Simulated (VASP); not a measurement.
# Mo4C in VASP: further runs

Mo4C is run at these levels: LDA; tasks: single point.

Everything below comes from runs of VASP 6.6.1. Logs are shortened: lines on timing, memory, paths and dates and some standing lists are left out, and cuts for length are marked.

## Step 1: The cell of the first run

The cell holds a slab with vacuum, 5 atoms: a = 3.111 Å, b = 3.111 Å, c = 21.510 Å, α = 90.00°, β = 90.00°, γ = 90.00°.

## Step 2: Single point, LDA

The input, INCAR:

```
ALGO = Normal ; DIPOL = 0.5 0.5 0.336
EDIFF = 1E-7 ; ENCUT = 520
IDIPOL = 3 ; ISIF = 2
ISMEAR = 0 ; LASPH = True
LCHARG = False ; LDIPOL = True
LREAL = False ; LWAVE = False
NBANDS = 38 ; NELM = 80
PREC = Accurate ; SIGMA = 0.1
```

The input, KPOINTS:

```
k-points
0
Gamma
  9 9 1
```

The input, POSCAR:

```
Mo4C
1.0
    3.1111816891      0.0000000000      0.0000000000
    0.0000000000      3.1111816891      0.0000000000
    0.0000000000      0.0000000000     21.5098172784
Mo C
4 1
Direct
    0.5000000000      0.5000000000      0.1859615983
    0.0000000000      0.0000000000      0.2582816382
    0.5000000000      0.5000000000      0.3325055024
    0.0000000000      0.0000000000      0.3956248056
    0.1250000000      0.1250000000      0.5095262845
```

Potentials or basis: VASP PAW LDA potentials, release 64 (Mo_sv, C).

Started as:

```console
$ cat potpaw_LDA.64/Mo_sv/POTCAR potpaw_LDA.64/C/POTCAR > POTCAR
$ mpirun -np 1 vasp_std > vasp.out
```

OUTCAR:

```text
EDIFF = 1E-7
   ENCUT = 520
   ISIF = 2
   ISMEAR = 0
   LASPH = True
   LREAL = False
   NELM = 80
   PREC = Accurate

 ion  position               nearest neighbor table
   1  0.500  0.500  0.186-   2 2.69   2 2.69   2 2.69   2 2.69   3 3.15
   2  0.000  0.000  0.258-   1 2.69   1 2.69   1 2.69   1 2.69   3 2.72   3 2.72   3 2.72   3 2.72
                             4 2.95
   3  0.500  0.500  0.333-   4 2.59   4 2.59   4 2.59   4 2.59   2 2.72   2 2.72   2 2.72   2 2.72
                             1 3.15
   4  0.000  0.000  0.396-   5 2.51   3 2.59   3 2.59   3 2.59   3 2.59   2 2.95
   5  0.125  0.125  0.510-   4 2.51

  LATTYP: Found a simple tetragonal cell.
 ALAT       =     3.1111816891
 C/A-ratio  =     6.9137129965

  Lattice vectors:

 A1 = (   3.1111816891,   0.0000000000,   0.0000000000)
 A2 = (   0.0000000000,   3.1111816891,   0.0000000000)
 A3 = (   0.0000000000,   0.0000000000,  21.5098172784)

Analysis of symmetry for initial positions (statically):
=====================================================================
 Subroutine PRICEL returns:
 Original cell was already a primitive cell.

 Routine SETGRP: Setting up the symmetry group for a
 simple tetragonal supercell.

 Subroutine GETGRP returns: Found  2 space group operations
 (whereof  2 operations were pure point group operations)
 out of a pool of 16 trial point group operations.

The static configuration has the point symmetry C_1h.

Analysis of symmetry for dynamics (positions and initial velocities):
=====================================================================
 Subroutine PRICEL returns:
 Original cell was already a primitive cell.

 Routine SETGRP: Setting up the symmetry group for a
 simple tetragonal supercell.

 Subroutine GETGRP returns: Found  2 space group operations
 (whereof  2 operations were pure point group operations)
 out of a pool of 16 trial point group operations.

The dynamic configuration has the point symmetry C_1h.

 Subroutine INISYM returns: Found  2 space group operations
 (whereof  2 operations are pure point group operations),
 and found     1 'primitive' translations

----------------------------------------------------------------------------------------

                                     Primitive cell

  volume of cell :     208.2032

  direct lattice vectors                    reciprocal lattice vectors
     3.111181689  0.000000000  0.000000000     0.321421280  0.000000000  0.000000000
     0.000000000  3.111181689  0.000000000     0.000000000  0.321421280  0.000000000
     0.000000000  0.000000000 21.509817278     0.000000000  0.000000000  0.046490400

  length of vectors
     3.111181689  3.111181689 21.509817278     0.321421280  0.321421280  0.046490400

  position of ions in fractional coordinates (direct lattice)
     0.500000000  0.500000000  0.185961598
     0.000000000  0.000000000  0.258281638
     0.500000000  0.500000000  0.332505502
     0.000000000  0.000000000  0.395624806
     0.125000000  0.125000000  0.509526284

  ion indices of the primitive-cell ions
   primitive index   ion index
                 1           1
                 2           2
                 3           3
                 4           4
                 5           5

----------------------------------------------------------------------------------------

 KPOINTS: k-points

Automatic generation of k-mesh.
 Grid dimensions read from file:
 generate k-points for:    9    9    1

 Generating k-lattice:

  Cartesian coordinates                     Fractional coordinates (reciprocal lattice)
     0.035713476  0.000000000  0.000000000     0.111111111  0.000000000  0.000000000
     0.000000000  0.035713476  0.000000000     0.000000000  0.111111111  0.000000000
     0.000000000  0.000000000  0.046490400     0.000000000  0.000000000  1.000000000

  Length of vectors
     0.035713476  0.035713476  0.046490400

  Shift w.r.t. Gamma in fractional coordinates (k-lattice)
     0.000000000  0.000000000  0.000000000

 Subroutine IBZKPT returns following result:
 ===========================================

 Found     25 irreducible k-points:

 Following reciprocal coordinates:
            Coordinates               Weight
  0.000000  0.000000  0.000000      1.000000
  0.111111  0.000000  0.000000      4.000000
  0.222222  0.000000  0.000000      4.000000
  0.333333  0.000000  0.000000      4.000000
  0.444444  0.000000  0.000000      4.000000
  0.111111  0.111111  0.000000      2.000000
[... 16 lines left out ...]
 -0.333333  0.444444  0.000000      4.000000
  0.444444  0.444444  0.000000      2.000000
   k-points           NKPTS =     25   k-points in BZ     NKDIM =     25   number of bands    NBANDS=     38
   number of dos      NEDOS =    301   number of ions     NIONS =      5
   total plane-waves  NPLWV =  92160
   dimension x,y,z NGX =    24 NGY =   24 NGZ =  160
   dimension x,y,z NGXF=    48 NGYF=   48 NGZF=  320
   ions per type =               4   1
   NGX,Y,Z   is equivalent  to a cutoff of  12.82, 12.82, 12.37 a.u.
   NGXF,Y,Z  is equivalent  to a cutoff of  25.65, 25.65, 24.73 a.u.
 SYSTEM =  unknown system
   PREC   = accura    normal or accurate (medium, high low for compatibility)
   ISTART =      0    job   : 0-new  1-cont  2-samecut
   ICHARG =      2    charge: 1-file 2-atom 10-const
   ISPIN  =      1    spin polarized calculation?
   LNONCOLLINEAR =      F non collinear calculations
   LSORBIT =      F    spin-orbit coupling
   LASPH  =      T    aspherical Exc in radial PAW
   ENCUT  =  520.0 eV  38.22 Ry    6.18 a.u.   5.78  5.78 39.99*2*pi/ulx,y,z
   NELM   =     80;   NELMIN=  2; NELMDL= -5     # of ELM steps
   EDIFF  = 0.1E-06   stopping-criterion for ELM
   LREAL  =      F    real-space projection
   EDIFFG = 0.1E-05   stopping-criterion for IOM
   NSW    =      0    number of steps for IOM
   IBRION =     -1    ionic relax: 0-MD 1-quasi-New 2-CG
   NFREE  =      0    steps in history (QN), initial steepest desc. (CG)
   ISIF   =      2    stress and relaxation
   ISYM   =      2    0-nonsym 1-usesym 2-fastsym
   POTIM  = 0.5000    time-step for ionic-motion
   TEBEG  =    0.0;   TEEND  =   0.0 temperature during run
   PSTRESS=    0.0 pullay stress
   NELECT =      60.0000    total number of electrons
   NUPDOWN=      -1.0000    fix difference up-down
   EMIN   =  10.00;   EMAX   =-10.00  energy-range for DOS
   EFERMI =   0.00;   METHOD = LEGACY
   ISMEAR =     0;   SIGMA  =   0.10  broadening in eV -4-tet -1-fermi 0-gaus
   EFERMI_NEDOS =   21; number of points for ismear=-14 and -15
   IALGO  =     38    algorithm
   IMIX   =      4    mixing-type and parameters
     AMIX     =   0.40;   BMIX     =  1.00
     AMIX_MAG =   1.60;   BMIX_MAG =  1.00
  volume/ion in A,a.u.               =      41.64       281.00
  Fermi-wavevector in a.u.,A,eV,Ry     =   1.081341  2.043439 15.909276  1.169299
  Thomas-Fermi vector in A             =   2.217355
   LORBIT       =      0    0 simple, 1 ext, 2 COOP (PROOUT), +10 PAW based schemes
   GGA     = CA    functional components
   LHFCALC =     F    Hartree Fock is set to
   AEXX    =    0.0000 exact exchange contribution
   IVDW    =     0    specifies the selected vdW correction
   LEPSILON=     F    determine dielectric tensor
   LRPA    =     F    only Hartree local field effects (RPA)
 non-spin polarized calculation
 Gauss-broadening in eV      SIGMA  =   0.10
  energy-cutoff  :      520.00
  volume of cell :      208.20
 maximum number of plane-waves:      5636
   NGX = 11   NGY = 11   NGZ = 79

 dipolmoment           0.000000      0.000000     -0.294710 electrons x Angstroem

 number of electron      59.9999987 magnetization

 dipolmoment           0.000000      0.000000      0.150901 electrons x Angstroem

 Free energy of the ion-electron system (eV)
  ---------------------------------------------------
  ext. energy  EPLUGINS =         0.00000000
  ---------------------------------------------------
  free energy    TOTEN  =       -48.18263395 eV

  energy without entropy =      -48.14193512  energy(sigma->0) =      -48.16228453

 E-fermi :   0.2236     XC(G=0):  -5.8197

 val. band max:        0.2151184383   @ k =  -0.3333   0.3333   0.0000
 cond. band min:       0.2285441315   @ k =   0.2222   0.1111   0.0000
 fundamental gap:      0.0134256931
 Fermi energy:         0.2235544765

 k-point     1 :       0.0000    0.0000    0.0000
  band No.  band energies     occupation
      1     -60.3238      2.00000
      2     -60.1345      2.00000
      3     -59.9069      2.00000
      4     -59.7559      2.00000
      5     -34.7801      2.00000
      6     -34.7490      2.00000
[... 30 lines left out ...]
     37       2.4174      0.00000
     38       2.7128      0.00000

 k-point     2 :       0.1111    0.0000    0.0000
  band No.  band energies     occupation
      1     -60.3073      2.00000
      2     -60.1256      2.00000
      3     -59.9104      2.00000
      4     -59.7668      2.00000
      5     -34.8638      2.00000
      6     -34.7806      2.00000
[... 30 lines left out ...]
     37       2.2982      0.00000
     38       2.5093      0.00000

 k-point     3 :       0.2222    0.0000    0.0000
  band No.  band energies     occupation
      1     -60.2616      2.00000
      2     -60.1018      2.00000
      3     -59.9212      2.00000
      4     -59.7979      2.00000
      5     -34.9969      2.00000
      6     -34.9129      2.00000
[... 30 lines left out ...]
     37       2.3419      0.00000
[... 781 lines left out ...]
 k-point    23 :      -0.3333    0.4444    0.0000
  band No.  band energies     occupation
      1     -60.1139      2.00000
      2     -60.0317      2.00000
      3     -59.9379      2.00000
      4     -59.8696      2.00000
      5     -35.1639      2.00000
      6     -35.0986      2.00000
[... 30 lines left out ...]
     37       2.6820      0.00000
     38       3.1887      0.00000

 k-point    24 :       0.4444    0.4444    0.0000
  band No.  band energies     occupation
      1     -60.1060      2.00000
      2     -60.0255      2.00000
      3     -59.9331      2.00000
      4     -59.8657      2.00000
      5     -35.2111      2.00000
      6     -35.2033      2.00000
[... 30 lines left out ...]
     37       2.9512      0.00000
     38       3.1843      0.00000

 [... further k-points ...]

------------------------ aborting loop because EDIFF is reached ----------------------------------------

 vacuum level on the upper side and lower side of the slab       (xc-potential included)         1.279        -1.470

  FORCE on cell =-STRESS in cart. coord.  units (eV):
  Direction    XX          YY          ZZ          XY          YZ          ZX
  --------------------------------------------------------------------------------------
  -------------------------------------------------------------------------------------
  Total       -6.9107374     -6.9107374     -9.1587507      0.0098506     -0.3899376     -0.3899374
  in kB      -53.1798981    -53.1798981    -70.4789375      0.0758030     -3.0006702     -3.0006683
  external PRESSURE =     -58.9462446 kB  Pullay stress =       0.0000000 kB

 VOLUME and BASIS-vectors are now :
 -----------------------------------------------------------------------------
  energy-cutoff  :      520.00
  volume of cell :      208.20
      direct lattice vectors                 reciprocal lattice vectors
     3.111181689  0.000000000  0.000000000     0.321421280  0.000000000  0.000000000
     0.000000000  3.111181689  0.000000000     0.000000000  0.321421280  0.000000000
     0.000000000  0.000000000 21.509817278     0.000000000  0.000000000  0.046490400

 POSITION                                       TOTAL-FORCE (eV/Angst)
 -----------------------------------------------------------------------------------
      1.55559      1.55559      4.00000         0.000017      0.000017      1.815935
      0.00000      0.00000      5.55559         0.071206      0.071206     -1.962616
      1.55559      1.55559      7.15213        -0.139317     -0.139317     -0.693382
      0.00000      0.00000      8.50982         0.218533      0.218533      3.976281
      0.38890      0.38890     10.95982        -0.150439     -0.150439     -3.136219
 -----------------------------------------------------------------------------------
    total drift:                               -0.000010     -0.000010      0.000269

  FREE ENERGIE OF THE ION-ELECTRON SYSTEM (eV)
  ---------------------------------------------------
  free  energy   TOTEN  =       -48.1826339509 eV

  energy  without entropy=      -48.1419351186  energy(sigma->0) =      -48.16228453

 vacuum level on the upper side and lower side of the slab         7.159         4.313
```

It took 5.7 min on 1 thread of Intel Xeon Platinum 8488C (Sapphire Rapids), shared host; peak memory 0.33 GiB.

Results:

```yaml
Free_energy: -48.1826 eV
Largest_force: 3.988 eV/Å
Band_gap_on_the_k_mesh: zero (bands 30 and 31 overlap by 0.61 eV)
```

Forces on the atoms (eV/Å):
```
Mo   0.000  0.000  1.816
Mo   0.071  0.071 -1.963
Mo  -0.139 -0.139 -0.693
Mo   0.219  0.219  3.976
C   -0.150 -0.150 -3.136
```

## Step 3: Single point, LDA

The input, INCAR:

```
ALGO = Normal ; DIPOL = 0.5 0.5 0.345
EDIFF = 1E-6 ; ENCUT = 520
GGA = CA ; IDIPOL = 3
ISIF = 2 ; ISMEAR = 0
LASPH = True ; LCHARG = True
LDIPOL = True ; LELF = True
LREAL = False ; LVACPOTAV = True
LVHAR = True ; LWAVE = False
NBANDS = 38 ; NELM = 100
PREC = Accurate ; SIGMA = 0.1
```

KPOINTS is that of step 2.

Edit POSCAR of step 2 so:

```diff
@@ -12,2 +12,2 @@
     0.0000000000      0.0000000000      0.3956248056
-    0.1250000000      0.1250000000      0.5095262845
+    0.1250000000      0.1250000000      0.5513676441
```

Potentials or basis: VASP PAW LDA potentials, release 64 (Mo_sv, C).

Started as:

```console
$ cat potpaw_LDA.64/Mo_sv/POTCAR potpaw_LDA.64/C/POTCAR > POTCAR
$ mpirun -np 1 vasp_std > vasp.out
```

It took 5.9 min on 1 thread of Intel Xeon Platinum 8488C (Sapphire Rapids), shared host; peak memory 0.33 GiB.

Results (log left out):

* Free energy: -46.4073 eV
* Largest force: 1.794 eV/Å
* Band gap on the k mesh: zero (bands 30 and 31 overlap by 0.86 eV)

Forces on the atoms (eV/Å):
```
Mo   0.036  0.036  1.670
Mo  -0.013 -0.013 -1.794
Mo  -0.055 -0.055 -0.363
Mo   0.027  0.027  1.505
C    0.005  0.005 -1.017
```

Levels at points of the mesh, in eV from the Fermi level:
| k point | band 26 | band 27 | band 28 | band 29 | band 30 | band 31 | band 32 | band 33 | band 34 | band 35 |
| --- | --- | --- | --- | --- | --- | --- | --- | --- | --- | --- |
| (0.00, 0.00, 0.00) | -0.95 | -0.93 | -0.79 | -0.30 | -0.30 | -0.06 | 0.53 | 1.05 | 1.05 | 1.36 |

## Step 4: Single point, LDA

The input, INCAR:

```
ALGO = Normal
DIPOL = 0.5 0.5 0.332
EDIFF = 1E-7
ENCUT = 520
GGA = CA
IDIPOL = 3
ISIF = 2
ISMEAR = 0
LASPH = T
LCHARG = T
LDIPOL = T
LELF = T
LREAL = F
LVACPOTAV = T
LVHAR = T
LWAVE = F
NBANDS = 38
NELM = 60
PREC = Accurate
SIGMA = 0.1
```

KPOINTS is that of step 3.

Edit POSCAR of step 3 so:

```diff
@@ -12,2 +12,2 @@
     0.0000000000      0.0000000000      0.3956248056
-    0.1250000000      0.1250000000      0.5513676441
+    0.2500000000      0.2500000000      0.4872108927
```

Started as:

```console
$ cat potpaw_LDA.64/Mo_sv/POTCAR potpaw_LDA.64/C/POTCAR > POTCAR
$ mpirun -np 1 vasp_std > vasp.out
```

Run time: 6.3 min. Hardware: 1 thread of Intel Xeon Platinum 8488C (Sapphire Rapids), shared host; peak memory 0.33 GiB.

The run converged. Its results:

```
Free energy            : -49.5615 eV
Largest force          : 4.723 eV/Å
Band gap on the k mesh : zero (bands 30 and 31 overlap by 0.80 eV)
```

Forces in eV/Å, atoms in the order of the input:
```
Mo  -0.027 -0.027  1.807
Mo   0.158  0.158 -1.832
Mo  -0.356 -0.356 -1.018
Mo   0.756  0.756  4.601
C   -0.531 -0.531 -3.557
```

Levels at points of the mesh, in eV from the Fermi level:
| k point | band 26 | band 27 | band 28 | band 29 | band 30 | band 31 | band 32 | band 33 | band 34 | band 35 |
| --- | --- | --- | --- | --- | --- | --- | --- | --- | --- | --- |
| (0.00, 0.00, 0.00) | -0.99 | -0.88 | -0.84 | -0.34 | -0.12 | -0.01 | 0.49 | 0.96 | 1.13 | 1.14 |

## Step 5: Summary

```tsv
cell	gap on the mesh (eV)	largest force (eV/Å)
as given, atomic positions A	none	3.99
as given, atomic positions B	none	1.79
as given, atomic positions C	none	4.72
```

Alike in all rows: task single point; level LDA; potentials or basis VASP PAW LDA potentials, release 64 (Mo_sv, C); no spin polarisation; k mesh 9 × 9 × 1; cutoff (eV) 520; smearing gaussian 0.1 eV.

Total energies depend on the potentials used, so only differences within one code and one set of settings carry meaning.

The gap in the log of VASP goes by the Fermi energy; the results here count the filled bands.